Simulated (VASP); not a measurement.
# Al2Pt (Fm-3m) in VASP: notebook

Al2Pt is run at these levels: r2SCANh, r2SCAN50, HF; tasks: single point.

Program: VASP 6.6.1. These are calculated values, not measurements. Logs are shortened: lines on timing, memory, paths and dates and some standing lists are left out, and cuts for length are marked.

## 1. The cell of the first run

The structure is cubic, space group Fm-3m (No. 225). The conventional cell has a = 5.910 Å, b = 5.910 Å, c = 5.910 Å, α = 90.00°, β = 90.00°, γ = 90.00°. Within 3.4 Å of Pt (site symmetry m-3m) lie 8 Al at 2.56 Å. Within 3.4 Å of Al (site symmetry -43m) lie 4 Pt at 2.56 Å and 6 Al at 2.96 Å.

## 2. Single point, r2SCANh

File POSCAR:

```
Al2Pt
1.0
    0.0000000000      2.9550000000      2.9550000000
    2.9550000000      0.0000000000      2.9550000000
    2.9550000000      2.9550000000      0.0000000000
Pt Al
1 2
Direct
    0.0000000000      0.0000000000      0.0000000000
    0.7500000000      0.7500000000      0.7500000000
    0.2500000000      0.2500000000      0.2500000000
```

File INCAR.step1:

```
PREC     = Accurate       # precision mode
ENCUT    = 520            # plane-wave cutoff, eV
EDIFF    = 1E-5           # SCF threshold, eV
ISMEAR   = -1             # smearing method
SIGMA    = 0.05           # smearing width, eV
LREAL    = F              # projectors in reciprocal space
LASPH    = T              # aspherical terms in the spheres
NELM     = 80             # most SCF steps
ALGO     = Normal         # electronic algorithm
ISIF     = 2              # what is computed and relaxed
LWAVE    = T              # write WAVECAR
LCHARG   = F              # write CHGCAR
GGA      = PE             # functional
NBANDS   = 15             # bands
```

File INCAR.step2:

```
PREC     = Accurate       # precision mode
ENCUT    = 520            # plane-wave cutoff, eV
EDIFF    = 1E-6           # SCF threshold, eV
ISMEAR   = -1             # smearing method
SIGMA    = 0.05           # smearing width, eV
LREAL    = F              # projectors in reciprocal space
LASPH    = T              # aspherical terms in the spheres
NELM     = 80             # most SCF steps
ALGO     = Normal         # electronic algorithm
ISIF     = 2              # what is computed and relaxed
LWAVE    = F              # write WAVECAR
LCHARG   = F              # write CHGCAR
METAGGA  = R2SCAN         # meta-GGA
LHFCALC  = T              # exact exchange
AEXX     = 0.1            # exact-exchange fraction
LMIXTAU  = T            
PRECFOCK = Normal       
ISTART   = 1            
NBANDS   = 15             # bands
```

File KPOINTS:

```
Automatic mesh
0
Gamma
  4 4 4
```

Potentials or basis: VASP PAW PBE potentials, release 64 (Pt, Al).

Started as:

```bash
$ cat potpaw_PBE.64/Pt/POTCAR potpaw_PBE.64/Al/POTCAR > POTCAR
$ cp INCAR.step1 INCAR
$ mpirun -np 1 vasp_std > vasp.out
$ cp INCAR.step2 INCAR
$ mpirun -np 1 vasp_std > vasp.out
```

OUTCAR:

```text
PREC = Accurate
   ENCUT = 520
   EDIFF = 1E-6
   ISMEAR = -1
   LREAL = F
   LASPH = T
   NELM = 80
   ISIF = 2
   METAGGA = R2SCAN
   LHFCALC = T
   AEXX = 0.1
   PRECFOCK = Normal
   ISTART = 1

 ion  position               nearest neighbor table
   1  0.000  0.000  0.000-   2 2.56   2 2.56   2 2.56   2 2.56   3 2.56   3 2.56   3 2.56   3 2.56

   2  0.750  0.750  0.750-   1 2.56   1 2.56   1 2.56   1 2.56   3 2.96   3 2.96   3 2.96   3 2.96
                             3 2.96   3 2.96
   3  0.250  0.250  0.250-   1 2.56   1 2.56   1 2.56   1 2.56   2 2.96   2 2.96   2 2.96   2 2.96
                             2 2.96   2 2.96

  LATTYP: Found a face centered cubic cell.
 ALAT       =     5.9100000000

  Lattice vectors:

 A1 = (   0.0000000000,   2.9550000000,   2.9550000000)
 A2 = (   2.9550000000,   0.0000000000,   2.9550000000)
 A3 = (   2.9550000000,   2.9550000000,   0.0000000000)

Analysis of symmetry for initial positions (statically):
=====================================================================
 Subroutine PRICEL returns:
 Original cell was already a primitive cell.

 Routine SETGRP: Setting up the symmetry group for a
 face centered cubic supercell.

 Subroutine GETGRP returns: Found 48 space group operations
 (whereof 48 operations were pure point group operations)
 out of a pool of 48 trial point group operations.

The static configuration has the point symmetry O_h .

Analysis of symmetry for dynamics (positions and initial velocities):
=====================================================================
 Subroutine PRICEL returns:
 Original cell was already a primitive cell.

 Routine SETGRP: Setting up the symmetry group for a
 face centered cubic supercell.

 Subroutine GETGRP returns: Found 48 space group operations
 (whereof 48 operations were pure point group operations)
 out of a pool of 48 trial point group operations.

The dynamic configuration has the point symmetry O_h .

 Subroutine INISYM returns: Found 48 space group operations
 (whereof 48 operations are pure point group operations),
 and found     1 'primitive' translations

----------------------------------------------------------------------------------------

                                     Primitive cell

  volume of cell :      51.6063

  direct lattice vectors                    reciprocal lattice vectors
     0.000000000  2.955000000  2.955000000    -0.169204738  0.169204738  0.169204738
     2.955000000  0.000000000  2.955000000     0.169204738 -0.169204738  0.169204738
     2.955000000  2.955000000  0.000000000     0.169204738  0.169204738 -0.169204738

  length of vectors
     4.179001077  4.179001077  4.179001077     0.293071203  0.293071203  0.293071203

  position of ions in fractional coordinates (direct lattice)
     0.000000000  0.000000000  0.000000000
     0.750000000  0.750000000  0.750000000
     0.250000000  0.250000000  0.250000000

  ion indices of the primitive-cell ions
   primitive index   ion index
                 1           1
                 2           2
                 3           3

----------------------------------------------------------------------------------------

 KPOINTS: Automatic mesh

Automatic generation of k-mesh.
 Grid dimensions read from file:
 generate k-points for:    4    4    4

 Generating k-lattice:

  Cartesian coordinates                     Fractional coordinates (reciprocal lattice)
    -0.042301184  0.042301184  0.042301184     0.250000000  0.000000000  0.000000000
     0.042301184 -0.042301184  0.042301184     0.000000000  0.250000000  0.000000000
     0.042301184  0.042301184 -0.042301184     0.000000000  0.000000000  0.250000000

  Length of vectors
     0.073267801  0.073267801  0.073267801

  Shift w.r.t. Gamma in fractional coordinates (k-lattice)
     0.000000000  0.000000000  0.000000000

 Subroutine IBZKPT returns following result:
 ===========================================

 Found      8 irreducible k-points:

 Following reciprocal coordinates:
            Coordinates               Weight
  0.000000  0.000000  0.000000      1.000000
  0.250000  0.000000  0.000000      8.000000
  0.500000  0.000000  0.000000      4.000000
  0.250000  0.250000  0.000000      6.000000
  0.500000  0.250000  0.000000     24.000000
 -0.250000  0.250000  0.000000     12.000000
  0.500000  0.500000  0.000000      3.000000
 -0.250000  0.500000  0.250000      6.000000
   k-points           NKPTS =      8   k-points in BZ     NKDIM =     64   number of bands    NBANDS=     15
   number of dos      NEDOS =    301   number of ions     NIONS =      3
   total plane-waves  NPLWV =  32768
   dimension x,y,z NGX =    32 NGY =   32 NGZ =   32
   dimension x,y,z NGXF=    64 NGYF=   64 NGZF=   64
   ions per type =               1   2
   NGX,Y,Z   is equivalent  to a cutoff of  12.73, 12.73, 12.73 a.u.
   NGXF,Y,Z  is equivalent  to a cutoff of  25.46, 25.46, 25.46 a.u.
 SYSTEM =  unknown system
   PREC   = accura    normal or accurate (medium, high low for compatibility)
   ISTART =      1    job   : 0-new  1-cont  2-samecut
   ICHARG =      0    charge: 1-file 2-atom 10-const
   ISPIN  =      1    spin polarized calculation?
   LNONCOLLINEAR =      F non collinear calculations
   LSORBIT =      F    spin-orbit coupling
   LASPH  =      T    aspherical Exc in radial PAW
   ENCUT  =  520.0 eV  38.22 Ry    6.18 a.u.   7.77  7.77  7.77*2*pi/ulx,y,z
   NELM   =     80;   NELMIN=  2; NELMDL=  0     # of ELM steps
   EDIFF  = 0.1E-05   stopping-criterion for ELM
   LREAL  =      F    real-space projection
   EDIFFG = 0.1E-04   stopping-criterion for IOM
   NSW    =      0    number of steps for IOM
   IBRION =     -1    ionic relax: 0-MD 1-quasi-New 2-CG
   NFREE  =      0    steps in history (QN), initial steepest desc. (CG)
   ISIF   =      2    stress and relaxation
   ISYM   =      3    0-nonsym 1-usesym 2-fastsym
   POTIM  = 0.5000    time-step for ionic-motion
   TEBEG  =    0.0;   TEEND  =   0.0 temperature during run
   PSTRESS=    0.0 pullay stress
   NELECT =      16.0000    total number of electrons
   NUPDOWN=      -1.0000    fix difference up-down
   EMIN   =  10.00;   EMAX   =-10.00  energy-range for DOS
   EFERMI =   0.00;   METHOD = LEGACY
   ISMEAR =    -1;   SIGMA  =   0.05  broadening in eV -4-tet -1-fermi 0-gaus
   EFERMI_NEDOS =   21; number of points for ismear=-14 and -15
   IALGO  =     38    algorithm
   IMIX   =      1    mixing-type and parameters
     AMIX     =   0.40;   BMIX     =  1.00
     AMIX_MAG =   1.60;   BMIX_MAG =  1.00
  volume/ion in A,a.u.               =      17.20       116.09
  Fermi-wavevector in a.u.,A,eV,Ry     =   1.108019  2.093853 16.703966  1.227707
  Thomas-Fermi vector in A             =   2.244541
   LORBIT       =      0    0 simple, 1 ext, 2 COOP (PROOUT), +10 PAW based schemes
   METAGGA = R2SCAN    functional components
   LHFCALC =     T    Hartree Fock is set to
   PRECFOCK=normal    Normal, Fast or Accurate (Low or Medium for compatibility)
   ENCUT4O =  -1.0   cutoff for four orbital integrals eV
   NKREDX  =     1    reduce k-point grid by
   NKREDY  =     1    reduce k-point grid by
   NKREDZ  =     1    reduce k-point grid by
   AEXX    =    0.1000 exact exchange contribution
   HFSCREEN=    0.0000 screening length (either q_TF or 0.3 A-1)
   HFSCREENC=   0.0000 screening length for correlation (either q_TF or 0.3 A-1)
   ENCUTFOCK=  -1.0 apply spherical cutoff to Coloumb kernel
   IVDW    =     0    specifies the selected vdW correction
   LEPSILON=     F    determine dielectric tensor
   LRPA    =     F    only Hartree local field effects (RPA)
 non-spin polarized calculation
  energy-cutoff  :      520.00
  volume of cell :       51.61
 maximum number of plane-waves:      1411
  NGX = 24; NGY = 24; NGZ = 24

 number of electron      16.0000000 magnetization

 Free energy of the ion-electron system (eV)
  ---------------------------------------------------
  ext. energy  EPLUGINS =         0.00000000
  ---------------------------------------------------
  free energy    TOTEN  =       -64.12678501 eV

  energy without entropy =      -64.10414484  energy(sigma->0) =      -64.11546493

 E-fermi :   7.4058     XC(G=0): -10.4420

 val. band max:        7.3613965175   @ k =   0.5000   0.2500   0.0000
 cond. band min:       7.9248361126   @ k =   0.2500   0.2500   0.0000
 fundamental gap:      0.5634395952
 Fermi energy:         7.4057598877

 k-point     1 :       0.0000    0.0000    0.0000
  band No.  band energies     occupation
      1      -3.6352      2.00000
      2       1.9682      2.00000
      3       1.9682      2.00000
      4       1.9682      2.00000
      5       3.3895      2.00000
      6       3.3895      2.00000
      7      11.6984      0.00000
      8      12.0307      0.00000
      9      12.0307      0.00000
     10      12.0307      0.00000
     11      13.8934      0.00000
     12      13.8934      0.00000
     13      13.8934      0.00000
     14      15.0027      0.00000
     15      15.0027      0.00000

 k-point     2 :       0.2500    0.0000    0.0000
  band No.  band energies     occupation
      1      -2.7220      2.00000
      2       1.5473      2.00000
      3       2.2057      2.00000
      4       2.2057      2.00000
      5       3.3786      2.00000
      6       3.3786      2.00000
      7       6.6788      2.00000
      8      10.3629      0.00000
      9      10.3629      0.00000
     10      12.4061      0.00000
     11      13.9975      0.00000
     12      13.9975      0.00000
     13      14.0987      0.00000
     14      15.9305      0.00000
     15      15.9305      0.00000

 k-point     3 :       0.5000    0.0000    0.0000
  band No.  band energies     occupation
      1      -1.0833      2.00000
      2       0.9190      2.00000
      3       2.3082      2.00000
      4       2.3082      2.00000
      5       3.4760      2.00000
      6       3.6614      2.00000
      7       3.6614      2.00000
      8       8.9665      0.00000
      9       8.9665      0.00000
     10      12.3525      0.00000
     11      13.6143      0.00000
     12      13.6143      0.00000
     13      14.0769      0.00000
     14      18.4093      0.00000
     15      18.4093      0.00000
[... 55 lines left out ...]
 k-point     7 :       0.5000    0.5000    0.0000
  band No.  band energies     occupation
      1       0.6539      2.00000
      2       0.9145      2.00000
      3       1.2440      2.00000
      4       3.3734      2.00000
      5       3.3734      2.00000
      6       3.7726      2.00000
      7       3.9386      2.00000
      8       5.7983      2.00000
      9       5.7983      2.00000
     10      11.5814      0.00000
     11      11.7524      0.00000
     12      16.6490      0.00000
     13      19.8401      0.00000
     14      19.8401      0.00000
     15      20.1096      0.00000

 k-point     8 :      -0.2500    0.5000    0.2500
  band No.  band energies     occupation
      1       1.0102      2.00000
      2       1.0102      2.00000
      3       1.6258      2.00000
      4       1.9250      2.00000
      5       3.3717      2.00000
      6       3.8937      2.00000
      7       4.5022      2.00000
      8       4.5022      2.00000
      9       6.5768      2.00000
     10      13.7327      0.00000
     11      13.7327      0.00000
     12      14.7241      0.00000
     13      14.8877      0.00000
     14      19.0100      0.00000
     15      21.0359      0.00000

------------------------ aborting loop because EDIFF is reached ----------------------------------------

  FORCE on cell =-STRESS in cart. coord.  units (eV):
  Direction    XX          YY          ZZ          XY          YZ          ZX
  --------------------------------------------------------------------------------------
  -------------------------------------------------------------------------------------
  Total       -0.2993351     -0.2993351     -0.2993351      0.0000000     -0.0000000      0.0000000
  in kB       -9.2932091     -9.2932091     -9.2932091      0.0000000     -0.0000000      0.0000000
  external PRESSURE =      -9.2932091 kB  Pullay stress =       0.0000000 kB

 VOLUME and BASIS-vectors are now :
 -----------------------------------------------------------------------------
  energy-cutoff  :      520.00
  volume of cell :       51.61
      direct lattice vectors                 reciprocal lattice vectors
     0.000000000  2.955000000  2.955000000    -0.169204738  0.169204738  0.169204738
     2.955000000  0.000000000  2.955000000     0.169204738 -0.169204738  0.169204738
     2.955000000  2.955000000  0.000000000     0.169204738  0.169204738 -0.169204738

 POSITION                                       TOTAL-FORCE (eV/Angst)
 -----------------------------------------------------------------------------------
      0.00000      0.00000      0.00000        -0.000000     -0.000000     -0.000000
      4.43250      4.43250      4.43250         0.000000      0.000000      0.000000
      1.47750      1.47750      1.47750        -0.000000     -0.000000     -0.000000
 -----------------------------------------------------------------------------------
    total drift:                               -0.000000     -0.000000     -0.000000

  FREE ENERGIE OF THE ION-ELECTRON SYSTEM (eV)
  ---------------------------------------------------
  free  energy   TOTEN  =       -64.1267850108 eV

  energy  without entropy=      -64.1041448439  energy(sigma->0) =      -64.11546493
```

It took 23 min on 1 thread of AMD EPYC 7R13, shared host; peak memory 0.17 GiB.

Results:

| Item | Value |
| --- | --- |
| Free energy | -64.1268 eV |
| Pressure | -0.9 GPa |
| Band gap on the k mesh | zero (bands 8 and 9 overlap by 6.23 eV) |

Caveat: the k points lie up to 0.46 Å⁻¹ apart, too coarse for converged energies and pressures of a metal; the PAW data sets were made with another functional, which shifts forces and pressure a little; spin-orbit coupling is left out, which moves the levels of the heavy elements.

## 3. Single point, r2SCAN50

POSCAR is that of step 2.

File INCAR.step1:

```
PREC = Accurate
ENCUT = 520
EDIFF = 1E-5
ISMEAR = -1
SIGMA = 0.05
LREAL = False
LASPH = True
NELM = 100
ALGO = Normal
ISIF = 2
LWAVE = True
GGA = PE
NBANDS = 15
```

File INCAR.step2:

```
PREC = Accurate
ENCUT = 520
EDIFF = 1E-6
ISMEAR = -1
SIGMA = 0.05
LREAL = False
LASPH = True
NELM = 100
ALGO = Normal
ISIF = 2
LWAVE = False
LCHARG = True
METAGGA = R2SCAN
LHFCALC = True
AEXX = 0.5
LMIXTAU = True
PRECFOCK = Normal
LELF = True
LVHAR = True
ISTART = 1
NBANDS = 15
```

File KPOINTS:

```
regular mesh
0
Gamma
  4 4 4
```

Potentials or basis: VASP PAW PBE potentials, release 64 (Pt, Al).

Started as:

```bash
$ cat potpaw_PBE.64/Pt/POTCAR potpaw_PBE.64/Al/POTCAR > POTCAR
$ cp INCAR.step1 INCAR
$ mpirun -np 1 vasp_std > vasp.out
$ cp INCAR.step2 INCAR
$ mpirun -np 1 vasp_std > vasp.out
```

Run time: 24 min. Hardware: 1 thread of AMD EPYC 7R13, shared host; peak memory 0.17 GiB.

The run converged. Its results:

```yaml
Free_energy: -49.4482 eV
Pressure: -3.7 GPa
Band_gap_on_the_k_mesh: zero (bands 8 and 9 overlap by 8.38 eV)
```

Levels at points of the mesh, in eV from the Fermi level:
| k point | band 3 | band 4 | band 5 | band 6 | band 7 | band 8 | band 9 | band 10 | band 11 | band 12 |
| --- | --- | --- | --- | --- | --- | --- | --- | --- | --- | --- |
| (0.00, 0.00, 0.00) | -7.05 | -7.05 | -5.68 | -5.68 | 5.63 | 6.20 | 6.20 | 6.20 | 8.23 | 8.23 |
| (0.50, 0.00, 0.00) | -6.73 | -6.73 | -5.34 | -5.34 | -5.22 | 2.65 | 2.65 | 6.38 | 7.84 | 7.84 |
| (0.50, 0.50, 0.00) | -7.70 | -5.52 | -5.52 | -5.11 | -4.83 | -2.19 | -2.19 | 5.46 | 5.73 | 11.39 |

Caveat: the k points lie up to 0.46 Å⁻¹ apart, too coarse for converged energies and pressures of a metal; the PAW data sets were made with another functional, which shifts forces and pressure a little; spin-orbit coupling is left out, which moves the levels of the heavy elements.

(Part 1 of 2 ends here.)
